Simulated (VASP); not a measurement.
# Ga4As3P (P-43m) in VASP: a series of runs

Ga4As3P is run at these levels: PBE; tasks: single point, relaxation of cell and atoms.

All numbers are computed with VASP 6.6.1; they aren't measurements. Logs are shortened: lines on timing, memory, paths and dates and some standing lists are left out, and cuts for length are marked.

### 1 The cell of the first run

The structure is cubic, space group P-43m (No. 215). Conventional cell: a = 5.494 Å, b = 5.494 Å, c = 5.494 Å, α = 90.00°, β = 90.00°, γ = 90.00°. Within 3.1 Å of Ga (site symmetry 3m) lie 1 P at 2.38 Å and 3 As at 2.38 Å. P (site symmetry -43m) has 4 Ga at 2.38 Å within 3.1 Å. As (site symmetry -42m) has 4 Ga at 2.38 Å within 3.1 Å.

### 2 Single point, PBE

INCAR reads:

```
SYSTEM = Ga4As3P
PREC = Accurate
ENCUT = 520
EDIFF = 1E-7
ISMEAR = 0
SIGMA = 0.1
LREAL = .False.
LASPH = .True.
NELM = 60
ALGO = Normal
ISIF = 2
LWAVE = .False.
LCHARG = .False.
GGA = PE
NBANDS = 46
```

KPOINTS reads:

```
regular mesh
0
Gamma
  4 4 4
  0 0 0
```

POSCAR reads:

```
Ga4As3P
1.0
    5.4941073900      0.0000000000      0.0000000000
    0.0000000000      5.4941073900      0.0000000000
    0.0000000000      0.0000000000      5.4941073900
Ga P As
4 1 3
Direct
    0.2500000000      0.7500000000      0.2500000000
    0.2500000000      0.2500000000      0.7500000000
    0.7500000000      0.7500000000      0.7500000000
    0.7500000000      0.2500000000      0.2500000000
    0.0000000000      0.0000000000      0.0000000000
    0.0000000000      0.5000000000      0.5000000000
    0.5000000000      0.5000000000      0.0000000000
    0.5000000000      0.0000000000      0.5000000000
```

Potentials or basis: VASP PAW PBE potentials, release 64 (Ga_d, P, As).

Command:

```sh
> cat potpaw_PBE.64/Ga_d/POTCAR potpaw_PBE.64/P/POTCAR potpaw_PBE.64/As/POTCAR > POTCAR
> mpirun -np 1 vasp_std > vasp.out
```

OUTCAR:

```text
SYSTEM = Ga4As3P
   PREC = Accurate
   ENCUT = 520
   EDIFF = 1E-7
   ISMEAR = 0
   LREAL = .False.
   LASPH = .True.
   NELM = 60
   ISIF = 2
   GGA = PE

 ion  position               nearest neighbor table
   1  0.250  0.750  0.250-   5 2.38   6 2.38   7 2.38   8 2.38
   2  0.250  0.250  0.750-   5 2.38   6 2.38   7 2.38   8 2.38
   3  0.750  0.750  0.750-   5 2.38   6 2.38   7 2.38   8 2.38
   4  0.750  0.250  0.250-   5 2.38   6 2.38   7 2.38   8 2.38
   5  0.000  0.000  0.000-   1 2.38   2 2.38   3 2.38   4 2.38
   6  0.000  0.500  0.500-   1 2.38   2 2.38   3 2.38   4 2.38
   7  0.500  0.500  0.000-   1 2.38   2 2.38   3 2.38   4 2.38
   8  0.500  0.000  0.500-   1 2.38   2 2.38   3 2.38   4 2.38

  LATTYP: Found a simple cubic cell.
 ALAT       =     5.4941073900

  Lattice vectors:

 A1 = (   5.4941073900,   0.0000000000,   0.0000000000)
 A2 = (   0.0000000000,   5.4941073900,   0.0000000000)
 A3 = (   0.0000000000,   0.0000000000,   5.4941073900)

Analysis of symmetry for initial positions (statically):
=====================================================================
 Subroutine PRICEL returns:
 Original cell was already a primitive cell.

 Routine SETGRP: Setting up the symmetry group for a
 simple cubic supercell.

 Subroutine GETGRP returns: Found 24 space group operations
 (whereof 24 operations were pure point group operations)
 out of a pool of 48 trial point group operations.

The static configuration has the point symmetry T_d .

Analysis of symmetry for dynamics (positions and initial velocities):
=====================================================================
 Subroutine PRICEL returns:
 Original cell was already a primitive cell.

 Routine SETGRP: Setting up the symmetry group for a
 simple cubic supercell.

 Subroutine GETGRP returns: Found 24 space group operations
 (whereof 24 operations were pure point group operations)
 out of a pool of 48 trial point group operations.

The dynamic configuration has the point symmetry T_d .

 Subroutine INISYM returns: Found 24 space group operations
 (whereof 24 operations are pure point group operations),
 and found     1 'primitive' translations

----------------------------------------------------------------------------------------

                                     Primitive cell

  volume of cell :     165.8408

  direct lattice vectors                    reciprocal lattice vectors
     5.494107390  0.000000000  0.000000000     0.182013188  0.000000000  0.000000000
     0.000000000  5.494107390  0.000000000     0.000000000  0.182013188  0.000000000
     0.000000000  0.000000000  5.494107390     0.000000000  0.000000000  0.182013188

  length of vectors
     5.494107390  5.494107390  5.494107390     0.182013188  0.182013188  0.182013188

  position of ions in fractional coordinates (direct lattice)
     0.250000000  0.750000000  0.250000000
     0.250000000  0.250000000  0.750000000
     0.750000000  0.750000000  0.750000000
     0.750000000  0.250000000  0.250000000
     0.000000000  0.000000000  0.000000000
     0.000000000  0.500000000  0.500000000
     0.500000000  0.500000000  0.000000000
     0.500000000  0.000000000  0.500000000

  ion indices of the primitive-cell ions
   primitive index   ion index
                 1           1
                 2           2
                 3           3
                 4           4
                 5           5
                 6           6
                 7           7
                 8           8

----------------------------------------------------------------------------------------

 KPOINTS: regular mesh

Automatic generation of k-mesh.
 Grid dimensions read from file:
 generate k-points for:    4    4    4

 Generating k-lattice:

  Cartesian coordinates                     Fractional coordinates (reciprocal lattice)
     0.045503297  0.000000000  0.000000000     0.250000000  0.000000000  0.000000000
     0.000000000  0.045503297  0.000000000     0.000000000  0.250000000  0.000000000
     0.000000000  0.000000000  0.045503297     0.000000000  0.000000000  0.250000000

  Length of vectors
     0.045503297  0.045503297  0.045503297

  Shift w.r.t. Gamma in fractional coordinates (k-lattice)
     0.000000000  0.000000000  0.000000000

 Subroutine IBZKPT returns following result:
 ===========================================

 Found     10 irreducible k-points:

 Following reciprocal coordinates:
            Coordinates               Weight
  0.000000  0.000000  0.000000      1.000000
  0.250000  0.000000  0.000000      6.000000
  0.500000  0.000000  0.000000      3.000000
  0.250000  0.250000  0.000000     12.000000
  0.500000  0.250000  0.000000     12.000000
  0.500000  0.500000  0.000000      3.000000
  0.250000  0.250000  0.250000      8.000000
  0.500000  0.250000  0.250000     12.000000
  0.500000  0.500000  0.250000      6.000000
  0.500000  0.500000  0.500000      1.000000
   k-points           NKPTS =     10   k-points in BZ     NKDIM =     10   number of bands    NBANDS=     46
   number of dos      NEDOS =    301   number of ions     NIONS =      8
   total plane-waves  NPLWV =  74088
   dimension x,y,z NGX =    42 NGY =   42 NGZ =   42
   dimension x,y,z NGXF=    84 NGYF=   84 NGZF=   84
   ions per type =               4   1   3
   NGX,Y,Z   is equivalent  to a cutoff of  12.71, 12.71, 12.71 a.u.
   NGXF,Y,Z  is equivalent  to a cutoff of  25.42, 25.42, 25.42 a.u.
 SYSTEM =  Ga4As3P
   PREC   = accura    normal or accurate (medium, high low for compatibility)
   ISTART =      0    job   : 0-new  1-cont  2-samecut
   ICHARG =      2    charge: 1-file 2-atom 10-const
   ISPIN  =      1    spin polarized calculation?
   LNONCOLLINEAR =      F non collinear calculations
   LSORBIT =      F    spin-orbit coupling
   LASPH  =      T    aspherical Exc in radial PAW
   ENCUT  =  520.0 eV  38.22 Ry    6.18 a.u.  10.22 10.22 10.22*2*pi/ulx,y,z
   NELM   =     60;   NELMIN=  2; NELMDL= -5     # of ELM steps
   EDIFF  = 0.1E-06   stopping-criterion for ELM
   LREAL  =      F    real-space projection
   EDIFFG = 0.1E-05   stopping-criterion for IOM
   NSW    =      0    number of steps for IOM
   IBRION =     -1    ionic relax: 0-MD 1-quasi-New 2-CG
   NFREE  =      0    steps in history (QN), initial steepest desc. (CG)
   ISIF   =      2    stress and relaxation
   ISYM   =      2    0-nonsym 1-usesym 2-fastsym
   POTIM  = 0.5000    time-step for ionic-motion
   TEBEG  =    0.0;   TEEND  =   0.0 temperature during run
   PSTRESS=    0.0 pullay stress
   NELECT =      72.0000    total number of electrons
   NUPDOWN=      -1.0000    fix difference up-down
   EMIN   =  10.00;   EMAX   =-10.00  energy-range for DOS
   EFERMI =   0.00;   METHOD = LEGACY
   ISMEAR =     0;   SIGMA  =   0.10  broadening in eV -4-tet -1-fermi 0-gaus
   EFERMI_NEDOS =   21; number of points for ismear=-14 and -15
   IALGO  =     38    algorithm
   IMIX   =      4    mixing-type and parameters
     AMIX     =   0.40;   BMIX     =  1.00
     AMIX_MAG =   1.60;   BMIX_MAG =  1.00
  volume/ion in A,a.u.               =      20.73       139.89
  Fermi-wavevector in a.u.,A,eV,Ry     =   1.239620  2.342542 20.907493  1.536657
  Thomas-Fermi vector in A             =   2.374095
   LORBIT       =      0    0 simple, 1 ext, 2 COOP (PROOUT), +10 PAW based schemes
   GGA     = PE    functional components
   LHFCALC =     F    Hartree Fock is set to
   AEXX    =    0.0000 exact exchange contribution
   IVDW    =     0    specifies the selected vdW correction
   LEPSILON=     F    determine dielectric tensor
   LRPA    =     F    only Hartree local field effects (RPA)
 non-spin polarized calculation
 Gauss-broadening in eV      SIGMA  =   0.10
  energy-cutoff  :      520.00
  volume of cell :      165.84
 maximum number of plane-waves:      4492
 NGX is ok and might be reduce to    42
   NGX = 21   NGY = 21   NGZ = 21

 number of electron      71.9999954 magnetization

 Free energy of the ion-electron system (eV)
  ---------------------------------------------------
  ext. energy  EPLUGINS =         0.00000000
  ---------------------------------------------------
  free energy    TOTEN  =       -33.37459716 eV

  energy without entropy =      -33.37459716  energy(sigma->0) =      -33.37459716

 E-fermi :   5.1687     XC(G=0):  -9.9161

 val. band max:        4.6852830994   @ k =   0.0000   0.0000   0.0000
 cond. band min:       5.9828412975   @ k =   0.0000   0.0000   0.0000
 fundamental gap:      1.2975581981
 Fermi energy:         5.1687349322

 k-point     1 :       0.0000    0.0000    0.0000
  band No.  band energies     occupation
      1     -10.3410      2.00000
      2     -10.3410      2.00000
      3     -10.2882      2.00000
      4     -10.1847      2.00000
      5     -10.1847      2.00000
      6     -10.1847      2.00000
[... 38 lines left out ...]
     45       8.4653      0.00000
     46       8.4653      0.00000

 k-point     2 :       0.2500    0.0000    0.0000
  band No.  band energies     occupation
      1     -10.3337      2.00000
      2     -10.3278      2.00000
      3     -10.2809      2.00000
      4     -10.2099      2.00000
      5     -10.1759      2.00000
      6     -10.1759      2.00000
[... 38 lines left out ...]
     45       9.5026      0.00000
     46       9.5026      0.00000

 k-point     3 :       0.5000    0.0000    0.0000
  band No.  band energies     occupation
      1     -10.3253      2.00000
      2     -10.3065      2.00000
      3     -10.2752      2.00000
      4     -10.2389      2.00000
      5     -10.1581      2.00000
      6     -10.1581      2.00000
[... 332 lines left out ...]
     45       9.7865      0.00000
     46       9.7903      0.00000

 k-point    10 :       0.5000    0.5000    0.5000
  band No.  band energies     occupation
      1     -10.3035      2.00000
      2     -10.3035      2.00000
      3     -10.3035      2.00000
      4     -10.2377      2.00000
      5     -10.1674      2.00000
      6     -10.1674      2.00000
[... 38 lines left out ...]
     45       9.3181      0.00000
     46       9.4558      0.00000

------------------------ aborting loop because EDIFF is reached ----------------------------------------

  FORCE on cell =-STRESS in cart. coord.  units (eV):
  Direction    XX          YY          ZZ          XY          YZ          ZX
  --------------------------------------------------------------------------------------
  -------------------------------------------------------------------------------------
  Total        8.9544442      8.9544442      8.9544442     -0.0000000      0.0000000     -0.0000000
  in kB       86.5083011     86.5083011     86.5083011     -0.0000000      0.0000000     -0.0000000
  external PRESSURE =      86.5083011 kB  Pullay stress =       0.0000000 kB

 VOLUME and BASIS-vectors are now :
 -----------------------------------------------------------------------------
  energy-cutoff  :      520.00
  volume of cell :      165.84
      direct lattice vectors                 reciprocal lattice vectors
     5.494107390  0.000000000  0.000000000     0.182013188  0.000000000  0.000000000
     0.000000000  5.494107390  0.000000000     0.000000000  0.182013188  0.000000000
     0.000000000  0.000000000  5.494107390     0.000000000  0.000000000  0.182013188

 POSITION                                       TOTAL-FORCE (eV/Angst)
 -----------------------------------------------------------------------------------
      1.37353      4.12058      1.37353        -0.421274      0.421274     -0.421274
      1.37353      1.37353      4.12058        -0.421274     -0.421274      0.421274
      4.12058      4.12058      4.12058         0.421274      0.421274      0.421274
      4.12058      1.37353      1.37353         0.421274     -0.421274     -0.421274
      0.00000      0.00000      0.00000         0.000000     -0.000000      0.000000
      0.00000      2.74705      2.74705         0.000000     -0.000000      0.000000
      2.74705      2.74705      0.00000         0.000000     -0.000000     -0.000000
      2.74705      0.00000      2.74705         0.000000      0.000000     -0.000000
 -----------------------------------------------------------------------------------
    total drift:                                0.000000      0.000000      0.000000

  FREE ENERGIE OF THE ION-ELECTRON SYSTEM (eV)
  ---------------------------------------------------
  free  energy   TOTEN  =       -33.3745971598 eV

  energy  without entropy=      -33.3745971598  energy(sigma->0) =      -33.37459716
```

Run time: 3 min. Hardware: 1 thread of Intel Xeon 8259CL, shared host; peak memory 0.28 GiB.

Results:

- Free energy: -33.3746 eV
- Pressure: 8.7 GPa
- Band gap on the k mesh: 1.30 eV

Caveat: the cell stands under pressure.

### 3 Single point, PBE

This run uses another cell than the first one, of 22.86 Å³/atom.

INCAR reads:

```
SYSTEM = Ga4As3P
ALGO = Normal
EDIFF = 1E-7
ENCUT = 520
GGA = PE
ISIF = 2
ISMEAR = 0
LASPH = .True.
LCHARG = .False.
LREAL = .False.
LWAVE = .False.
NBANDS = 46
NELM = 100
PREC = Accurate
SIGMA = 0.1
```

KPOINTS reads:

```
k-points
0
Gamma
  4 4 4
  0 0 0
```

POSCAR reads:

```
Ga4As3P
1.0
    5.6758742487      0.0000000000      0.0000000000
    0.0000000000      5.6758742487      0.0000000000
    0.0000000000      0.0000000000      5.6758742487
Ga P As
4 1 3
Direct
    0.2454672602      0.7545327398      0.2454672602
    0.2454672602      0.2454672602      0.7545327398
    0.7545327398      0.7545327398      0.7545327398
    0.7545327398      0.2454672602      0.2454672602
    0.0000000000      0.0000000000      0.0000000000
    0.0000000000      0.5000000000      0.5000000000
    0.5000000000      0.5000000000      0.0000000000
    0.5000000000      0.0000000000      0.5000000000
```

Potentials or basis: VASP PAW PBE potentials, release 64 (Ga_d, P, As).

Command:

```sh
> cat potpaw_PBE.64/Ga_d/POTCAR potpaw_PBE.64/P/POTCAR potpaw_PBE.64/As/POTCAR > POTCAR
> mpirun -np 1 vasp_std > vasp.out
```

Wall time 3.7 min (1 thread of Intel Xeon 8259CL, shared host); peak memory 0.29 GiB.

The run converged. Its results:

```yaml
Free_energy: -33.8783 eV
Pressure: 0.4 GPa
Largest_force: 0.023 eV/Å
Band_gap_on_the_k_mesh: 0.52 eV
```

Forces on the atoms (eV/Å):
```
Ga  -0.014  0.014 -0.014
Ga  -0.014 -0.014  0.014
Ga   0.014  0.014  0.014
Ga   0.014 -0.014 -0.014
P    0.000  0.000  0.000
As   0.000  0.000  0.000
As   0.000  0.000  0.000
As   0.000  0.000  0.000
```

Levels at points of the mesh, in eV from the valence-band top:
| k point | band 34 | band 35 | band 36 | band 37 | band 38 | band 39 |
| --- | --- | --- | --- | --- | --- | --- |
| (0.00, 0.00, 0.00) | 0.00 | 0.00 | 0.00 | 0.52 | 1.44 | 1.44 |
| (0.50, 0.00, 0.00) | -1.73 | -1.48 | -1.48 | 1.93 | 2.13 | 3.23 |
| (0.50, 0.50, 0.00) | -1.30 | -1.10 | -0.96 | 2.53 | 2.70 | 2.85 |
| (0.50, 0.50, 0.50) | -1.00 | -0.89 | -0.89 | 1.02 | 1.02 | 1.02 |

Caveat: semilocal functionals underestimate gaps, and a narrow one can read as zero.

### 4 Single point, PBE

This run uses another cell than the first one, of 22.94 Å³/atom.

INCAR reads:

```
PREC = Accurate
ENCUT = 520
EDIFF = 1E-6
ISMEAR = 0
SIGMA = 0.02
LREAL = F
LASPH = T
NELM = 100
ALGO = Normal
ISIF = 2
LWAVE = F
LCHARG = F
GGA = PE
NBANDS = 46
```

KPOINTS reads:

```
regular mesh
0
Gamma
  6 6 6
```

POSCAR reads:

```
Ga4As3P
1.0
    5.6829105018      0.0000000000      0.0000000000
    0.0000000000      5.6829105018      0.0000000000
    0.0000000000      0.0000000000      5.6829105018
Ga P As
4 1 3
Direct
    0.2453152982      0.7546847018      0.2453152982
    0.2453152982      0.2453152982      0.7546847018
    0.7546847018      0.7546847018      0.7546847018
    0.7546847018      0.2453152982      0.2453152982
    0.0000000000      0.0000000000      0.0000000000
    0.0000000000      0.5000000000      0.5000000000
    0.5000000000      0.5000000000      0.0000000000
    0.5000000000      0.0000000000      0.5000000000
```

Command:

```sh
> cat potpaw_PBE.64/Ga_d/POTCAR potpaw_PBE.64/P/POTCAR potpaw_PBE.64/As/POTCAR > POTCAR
> mpirun -np 1 vasp_std > vasp.out
```

Run time: 5.7 min. Hardware: 1 thread of Intel Xeon 8259CL, shared host; peak memory 0.35 GiB.

The run converged. Its results:

```
Free energy            : -33.9005 eV
Pressure               : 0.2 GPa
Largest force          : 0.006 eV/Å
Band gap on the k mesh : 0.49 eV
```

Forces in eV/Å, atoms in the order of the input:
```
Ga  -0.003  0.003 -0.003
Ga  -0.003 -0.003  0.003
Ga   0.003  0.003  0.003
Ga   0.003 -0.003 -0.003
P    0.000  0.000  0.000
As   0.000  0.000  0.000
As   0.000  0.000  0.000
As   0.000  0.000  0.000
```

Levels at points of the mesh, in eV from the valence-band top:
| k point | band 32 | band 33 | band 34 | band 35 | band 36 | band 37 | band 38 | band 39 | band 40 | band 41 |
| --- | --- | --- | --- | --- | --- | --- | --- | --- | --- | --- |
| (0.00, 0.00, 0.00) | -2.48 | -2.48 | 0.00 | 0.00 | 0.00 | 0.49 | 1.45 | 1.45 | 1.69 | 1.69 |
| (0.50, 0.00, 0.00) | -3.15 | -1.73 | -1.73 | -1.47 | -1.47 | 1.93 | 2.14 | 3.21 | 3.24 | 4.44 |
| (0.50, 0.50, 0.00) | -3.08 | -1.30 | -1.30 | -1.09 | -0.94 | 2.52 | 2.69 | 2.84 | 2.84 | 5.26 |
| (0.50, 0.50, 0.50) | -0.99 | -0.99 | -0.99 | -0.88 | -0.88 | 1.01 | 1.01 | 1.01 | 1.05 | 4.40 |

Caveat: semilocal functionals underestimate gaps, and a narrow one can read as zero.

(Part 1 of 2 ends here.)
